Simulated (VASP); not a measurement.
# HgF3 (Fm-3m) in VASP: a series of runs, part 2 of 2

VASP 6.6.1. The steps go on from the part before.

**4. Relaxation of cell and atoms, PBEsol, target pressure 10 GPa, at which the enthalpy is minimised**

This run uses another cell than the first one, of 11.76 Å³/atom.

File INCAR:

```
PREC = Accurate ; ENCUT = 600
EDIFF = 1E-7 ; ISMEAR = -1
SIGMA = 0.05 ; LREAL = F
LASPH = T ; NELM = 120
ALGO = Normal ; ISIF = 3
LWAVE = F ; LCHARG = F
GGA = PS ; IBRION = 2
NSW = 60 ; EDIFFG = -0.03
PSTRESS = 100.0 ; GGA_COMPAT = F
NELMIN = 4
```

File KPOINTS:

```
Automatic mesh
0
Gamma
  8 8 8
```

File POSCAR:

```
HgF3
1.0
    0.0000000000      2.8650000000      2.8650000000
    2.8650000000      0.0000000000      2.8650000000
    2.8650000000      2.8650000000      0.0000000000
Hg F
1 3
Direct
    0.0000000000      0.0000000000      0.0000000000
    0.5000000000      0.5000000000      0.5000000000
    0.2500000000      0.2500000000      0.2500000000
    0.7500000000      0.7500000000      0.7500000000
```

Potentials or basis: VASP PAW PBE potentials, release 64 (Hg, F).

Launch:

```console
> cat potpaw_PBE.64/Hg/POTCAR potpaw_PBE.64/F/POTCAR > POTCAR
> mpirun -np 1 vasp_std > vasp.out
```

OUTCAR:

```text
PREC = Accurate
   ENCUT = 600
   EDIFF = 1E-7
   ISMEAR = -1
   LREAL = F
   LASPH = T
   NELM = 120
   ISIF = 3
   GGA = PS
   IBRION = 2
   NSW = 60
   EDIFFG = -0.03
   PSTRESS = 100.0
   NELMIN = 4

 ion  position               nearest neighbor table
   1  0.000  0.000  0.000-   4 2.48   4 2.48   4 2.48   3 2.48   4 2.48   3 2.48   3 2.48   3 2.48
                             2 2.87   2 2.87   2 2.87   2 2.87   2 2.87   2 2.87
   2  0.500  0.500  0.500-   1 2.87   1 2.87   1 2.87   1 2.87   1 2.87   1 2.87
   3  0.250  0.250  0.250-   1 2.48   1 2.48   1 2.48   1 2.48
   4  0.750  0.750  0.750-   1 2.48   1 2.48   1 2.48   1 2.48

  LATTYP: Found a face centered cubic cell.
 ALAT       =     5.7300000000

  Lattice vectors:

 A1 = (   0.0000000000,   2.8650000000,   2.8650000000)
 A2 = (   2.8650000000,   0.0000000000,   2.8650000000)
 A3 = (   2.8650000000,   2.8650000000,   0.0000000000)

Analysis of symmetry for initial positions (statically):
=====================================================================
 Subroutine PRICEL returns:
 Original cell was already a primitive cell.

 Routine SETGRP: Setting up the symmetry group for a
 face centered cubic supercell.

 Subroutine GETGRP returns: Found 48 space group operations
 (whereof 48 operations were pure point group operations)
 out of a pool of 48 trial point group operations.

The static configuration has the point symmetry O_h .

Analysis of symmetry for dynamics (positions and initial velocities):
=====================================================================
[... 146 lines left out ...]
 non-spin polarized calculation
  energy-cutoff  :      600.00
  volume of cell :       47.03
 maximum number of plane-waves:      1588
   NGX = 17   NGY = 17   NGZ = 17

--------------------------------------- Ionic step        1  -------------------------------------------

 number of electron      32.9999980 magnetization

 Free energy of the ion-electron system (eV)
  ---------------------------------------------------
  ext. energy  EPLUGINS =         0.00000000
  ---------------------------------------------------
  free energy    TOTEN  =        -9.56854202 eV

  energy without entropy =       -9.50168317  energy(sigma->0) =       -9.53511260

 E-fermi :  -0.8495     XC(G=0): -11.4027

 val. band max:       -0.8639321523   @ k =   0.5000   0.2500   0.1250
 cond. band min:      -0.8448401424   @ k =   0.3750   0.2500   0.1250
 fundamental gap:      0.0190920099
 Fermi energy:        -0.8495018341

 k-point     1 :       0.0000    0.0000    0.0000
  band No.  band energies     occupation
      1     -22.0324      2.00000
      2     -20.9599      2.00000
      3     -20.0259      2.00000
      4      -5.8548      2.00000
      5      -5.8548      2.00000
      6      -5.8548      2.00000
[... 622 lines left out ...]
--------------------------------------- Ionic step        3  -------------------------------------------

 number of electron      32.9999991 magnetization

 Free energy of the ion-electron system (eV)
  ---------------------------------------------------
  ext. energy  EPLUGINS =         0.00000000
  ---------------------------------------------------
  free energy    TOTEN  =        -9.51919800 eV

  energy without entropy =       -9.46430187  energy(sigma->0) =       -9.49174994

 E-fermi :   0.4883     XC(G=0): -12.1800

 val. band max:        0.4765813528   @ k =  -0.3750   0.2500   0.1250
 cond. band min:       0.4884680968   @ k =  -0.3750   0.1250   0.0000
 fundamental gap:      0.0118867439
 Fermi energy:         0.4883480224

 k-point     1 :       0.0000    0.0000    0.0000
  band No.  band energies     occupation
      1     -21.6224      2.00000
      2     -20.1289      2.00000
      3     -18.8335      2.00000
      4      -5.3463      2.00000
      5      -5.3463      2.00000
      6      -5.3463      2.00000
[... 578 lines left out ...]
  energy  without entropy=       -9.4643018714  energy(sigma->0) =       -9.49174994

  enthalpy is  TOTEN    =        -6.9453526633 eV   P V=        2.5738453362

 reached required accuracy - stopping structural energy minimisation
```

Run time: 89 s. Hardware: 1 thread of Intel Xeon Platinum 8259CL at 2.50GHz (Skylake/Cascade Lake), shared host; peak memory 0.2 GiB.

Results:

```yaml
Free_energy: -9.5192 eV
Relaxed_volume: 10.31 Å³/atom
Relaxed_cell: a = 3.878 Å, b = 3.878 Å, c = 3.878 Å, α = 60.00°, β = 60.00°, γ = 60.00°
Space_group_after_relaxing_to_0.1_Å: Fm-3m (No. 225)
Energy_change_on_relaxing_the_run_minimises_the_enthalpy: +12.3 meV/atom
Ionic_steps: 3
Pressure_after_relaxing: 10.0 GPa
Band_gap_on_the_k_mesh: zero (an odd number of electrons rules out a gap without spin polarisation)
```

Step by step:
| step | energy change (eV) | largest force (eV/Å) | pressure (GPa) | volume (Å³) |
| --- | --- | --- | --- | --- |
| 1 | 0.0000 | 0.0000 | -5.20 | 47.03 |
| 2 | 0.1620 | 0.0000 | 16.01 | 39.84 |
| 3 | 0.0493 | 0.0000 | 10.02 | 41.24 |

Final structure:
```
Hg F
1.0
     0.00000    2.74213    2.74213
     2.74213    0.00000    2.74213
     2.74213    2.74213    0.00000
Hg F
1 3
Direct
  0.00000 0.00000 0.00000
  0.50000 0.50000 0.50000
  0.25000 0.25000 0.25000
  0.75000 0.75000 0.75000
```

Levels at points of the mesh, in eV from the Fermi level:
| k point | band 14 | band 15 | band 16 | band 17 | band 18 | band 19 | band 20 |
| --- | --- | --- | --- | --- | --- | --- | --- |
| (0.00, 0.00, 0.00) | -0.89 | -0.44 | -0.44 | -0.44 | 1.60 | 13.35 | 13.35 |
| (0.50, 0.00, 0.00) | -1.22 | -0.39 | 0.18 | 0.18 | 4.96 | 10.48 | 12.79 |
| (0.50, 0.50, 0.00) | -0.69 | -0.69 | -0.27 | -0.27 | 4.91 | 10.60 | 14.10 |

Caveat: the cell is relaxed towards a set pressure, so the run minimises the enthalpy, not the energy; the PAW data sets were made with another functional, which shifts forces and pressure a little; spin-orbit coupling is left out, which moves the levels of the heavy elements; an odd number of electrons without spin polarisation forces a metal; a magnetic or distorted state may lie lower.

**5. Relaxation of cell and atoms, PBEsol, target pressure 20 GPa, at which the enthalpy is minimised**

This run uses another cell than the first one, of 11.76 Å³/atom.

File INCAR:

```
ALGO     = Normal         # electronic algorithm
EDIFF    = 1E-7           # SCF threshold, eV
EDIFFG   = -0.03          # ionic threshold
ENCUT    = 600            # plane-wave cutoff, eV
GGA      = PS             # functional
GGA_COMPAT= False        
IBRION   = 2              # ionic algorithm
ISIF     = 3              # what is computed and relaxed
ISMEAR   = -1             # smearing method
LASPH    = True           # aspherical terms in the spheres
LCHARG   = False          # write CHGCAR
LREAL    = False          # projectors in reciprocal space
LWAVE    = False          # write WAVECAR
NELM     = 120            # most SCF steps
NELMIN   = 4            
NSW      = 60             # ionic steps
PREC     = Accurate       # precision mode
PSTRESS  = 200.0        
SIGMA    = 0.05           # smearing width, eV
```

File KPOINTS:

```
k-points
0
Gamma
  8 8 8
```

POSCAR is that of step 4.

Launch:

```console
> cat potpaw_PBE.64/Hg/POTCAR potpaw_PBE.64/F/POTCAR > POTCAR
> mpirun -np 1 vasp_std > vasp.out
```

Wall time 91 s (1 thread of Intel Xeon Platinum 8259CL at 2.50GHz (Skylake/Cascade Lake), shared host); peak memory 0.2 GiB.

The run converged. Its results:

| Quantity | Value |
| --- | --- |
| Free energy | -9.3244 eV |
| Relaxed volume | 9.78 Å³/atom |
| Relaxed cell | a = 3.810 Å, b = 3.810 Å, c = 3.810 Å, α = 60.00°, β = 60.00°, γ = 60.00° |
| Space group after relaxing (to 0.1 Å) | Fm-3m (No. 225) |
| Energy change on relaxing (the run minimises the enthalpy) | +61.0 meV/atom |
| Ionic steps | 3 |
| Pressure after relaxing | 19.7 GPa |
| Band gap on the k mesh | zero (an odd number of electrons rules out a gap without spin polarisation) |

The path:
| step | energy change (eV) | largest force (eV/Å) | pressure (GPa) | volume (Å³) |
| --- | --- | --- | --- | --- |
| 1 | 0.0000 | 0.0000 | -5.20 | 47.03 |
| 2 | 0.9332 | 0.0000 | 44.29 | 35.53 |
| 3 | 0.2442 | 0.0000 | 19.71 | 39.10 |

Final structure:
```xyz
4
Lattice="0.0000 2.6939 2.6939 2.6939 0.0000 2.6939 2.6939 2.6939 0.0000" Properties=species:S:1:pos:R:3 pbc="T T T"
Hg    0.0000    0.0000    0.0000
F     2.6939    2.6939    2.6939
F     1.3470    1.3470    1.3470
F     4.0409    4.0409    4.0409
```

Levels at points of the mesh, in eV from the Fermi level:
```
           k point  band 14  band 15  band 16  band 17  band 18  band 19  band 20
(0.00, 0.00, 0.00)    -1.01    -0.40    -0.40    -0.40     1.81    13.71    13.71
(0.50, 0.00, 0.00)    -1.23    -0.45     0.20     0.20     5.28    10.86    13.08
(0.50, 0.50, 0.00)    -0.73    -0.73    -0.32    -0.32     5.19    10.97    14.59
```

Caveat: the cell is relaxed towards a set pressure, so the run minimises the enthalpy, not the energy; the volume moved by over 15 % at a fixed basis, so the end points are rough; the PAW data sets were made with another functional, which shifts forces and pressure a little; spin-orbit coupling is left out, which moves the levels of the heavy elements; an odd number of electrons without spin polarisation forces a metal; a magnetic or distorted state may lie lower.

**6. Relaxation of cell and atoms, PBEsol, target pressure 30 GPa, at which the enthalpy is minimised**

This run uses another cell than the first one, of 11.76 Å³/atom.

File INCAR:

```
SYSTEM = HgF3
PREC     = Accurate       ! precision mode
ENCUT    = 600            ! plane-wave cutoff, eV
EDIFF    = 1E-7           ! SCF threshold, eV
ISMEAR   = -1             ! smearing method
SIGMA    = 0.05           ! smearing width, eV
LREAL    = .FALSE.        ! projectors in reciprocal space
LASPH    = .TRUE.         ! aspherical terms in the spheres
NELM     = 120            ! most SCF steps
ALGO     = Normal         ! electronic algorithm
ISIF     = 3              ! what is computed and relaxed
LWAVE    = .FALSE.        ! write WAVECAR
LCHARG   = .FALSE.        ! write CHGCAR
GGA      = PS             ! functional
IBRION   = 2              ! ionic algorithm
NSW      = 60             ! ionic steps
EDIFFG   = -0.03          ! ionic threshold
PSTRESS  = 300.0        
GGA_COMPAT= .FALSE.      
NELMIN   = 4
```

File KPOINTS:

```
regular mesh
0
G
  8 8 8
  0 0 0
```

POSCAR is that of step 5.

Potentials or basis: VASP PAW PBE potentials, release 64 (Hg, F).

Launch:

```console
> cat potpaw_PBE.64/Hg/POTCAR potpaw_PBE.64/F/POTCAR > POTCAR
> mpirun -np 1 vasp_std > vasp.out
```

Wall time 94 s (1 thread of Intel Xeon Platinum 8259CL at 2.50GHz (Skylake/Cascade Lake), shared host); peak memory 0.2 GiB.

It converged, with:

| Item | Value |
| --- | --- |
| Free energy | -9.0684 eV |
| Relaxed volume | 9.36 Å³/atom |
| Relaxed cell | a = 3.755 Å, b = 3.755 Å, c = 3.755 Å, α = 60.00°, β = 60.00°, γ = 60.00° |
| Space group after relaxing (to 0.1 Å) | Fm-3m (No. 225) |
| Energy change on relaxing (the run minimises the enthalpy) | +125.0 meV/atom |
| Ionic steps | 4 |
| Pressure after relaxing | 29.7 GPa |
| Band gap on the k mesh | zero (an odd number of electrons rules out a gap without spin polarisation) |

Step by step:
| step | energy change (eV) | largest force (eV/Å) | pressure (GPa) | volume (Å³) |
| --- | --- | --- | --- | --- |
| 1 | 0.0000 | 0.0000 | -5.20 | 47.03 |
| 2 | 2.5746 | 0.0000 | 92.49 | 31.55 |
| 3 | 0.4675 | 0.0000 | 28.48 | 37.61 |
| 4 | 0.5002 | 0.0000 | 29.66 | 37.43 |

Final structure:
```xyz
4
Lattice="0.0000 2.6549 2.6549 2.6549 0.0000 2.6549 2.6549 2.6549 0.0000" Properties=species:S:1:pos:R:3 pbc="T T T"
Hg    2.6549    5.3098    2.6549
F     2.6549    2.6549    2.6549
F     1.3275    1.3275    1.3275
F     3.9824    3.9824    3.9824
```

Levels at points of the mesh, in eV from the Fermi level:
```
           k point  band 15  band 16  band 17  band 18  band 19  band 20
(0.00, 0.00, 0.00)    -0.36    -0.36    -0.36     2.00    14.02    14.02
(0.50, 0.00, 0.00)    -0.50     0.22     0.22     5.55    11.19    13.33
(0.50, 0.50, 0.00)    -0.77    -0.38    -0.38     5.41    11.30    15.02
```

Caveat: the cell is relaxed towards a set pressure, so the run minimises the enthalpy, not the energy; the volume moved by over 15 % at a fixed basis, so the end points are rough; the PAW data sets were made with another functional, which shifts forces and pressure a little; spin-orbit coupling is left out, which moves the levels of the heavy elements; an odd number of electrons without spin polarisation forces a metal; a magnetic or distorted state may lie lower.

**7. The runs side by side**

| task | cell | gap on the mesh (eV) | pressure (GPa) |
| --- | --- | --- | --- |
| single point | a = 3.973 Å, angles 60.0°, 4 atoms | none | 0.4 |
| relaxation of cell and atoms | relaxed from a = 4.052 Å, angles 60.0°, 4 atoms | none | 0.0 |
| relaxation of cell and atoms | relaxed to 10 GPa from a = 4.052 Å, angles 60.0°, 4 atoms | none | 10.0 |
| relaxation of cell and atoms | relaxed to 20 GPa from a = 4.052 Å, angles 60.0°, 4 atoms | none | 19.7 |
| relaxation of cell and atoms | relaxed to 30 GPa from a = 4.052 Å, angles 60.0°, 4 atoms | none | 29.7 |

Alike in all rows: level PBEsol; potentials or basis VASP PAW PBE potentials, release 64 (Hg, F); no spin polarisation; k mesh 8 × 8 × 8; cutoff (eV) 600; smearing fermi-dirac 0.05 eV.

Caveats: the PAW data sets were made with another functional, which shifts forces and pressure a little; spin-orbit coupling is left out, which moves the levels of the heavy elements; an odd number of electrons without spin polarisation forces a metal; a magnetic or distorted state may lie lower; the cell is relaxed towards a set pressure, so the run minimises the enthalpy, not the energy (at least some runs); the volume moved by over 15 % at a fixed basis, so the end points are rough (at least some runs).

Total energies depend on the potentials used, so only differences within one code and one set of settings carry meaning.
